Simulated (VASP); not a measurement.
Input of a VASP 6.6.1 run:

File INCAR:

```
ALGO = Normal
EDIFF = 1E-6
ENCUT = 520
GGA = PE
ISIF = 2
ISMEAR = 1
LASPH = T
LCHARG = T
LELF = T
LREAL = F
LVHAR = T
LWAVE = F
NBANDS = 18
NELM = 60
PREC = Accurate
SIGMA = 0.1
```

Contents of KPOINTS:

```
k-points
0
Gamma
  8 8 5
```

POSCAR

```
Sc
1.0
    3.3897389622      0.0000000000      0.0000000000
   -1.6948694811      2.9355999909      0.0000000000
    0.0000000000      0.0000000000      5.4019675036
Sc
2
Direct
    0.3333333333      0.6666666667      0.2500000000
    0.6666666667      0.3333333333      0.7500000000
```

Potentials or basis: VASP PAW PBE potentials, release 64 (Sc_sv).

Command:

```console
$ cat potpaw_PBE.64/Sc_sv/POTCAR > POTCAR
$ mpirun -np 1 vasp_std > vasp.out
```

Q: Predict the pressure.

A: -4.0 GPa.

Q: What does it give for the band gap on the k mesh?

A: Zero (band 11 reaches 3.82 eV, above the bottom of band 12 at 2.80 eV).

Stress tensor (GPa, compression positive):
```
-3.62  0.00  0.00
 0.00 -3.62  0.00
 0.00  0.00 -4.78
```
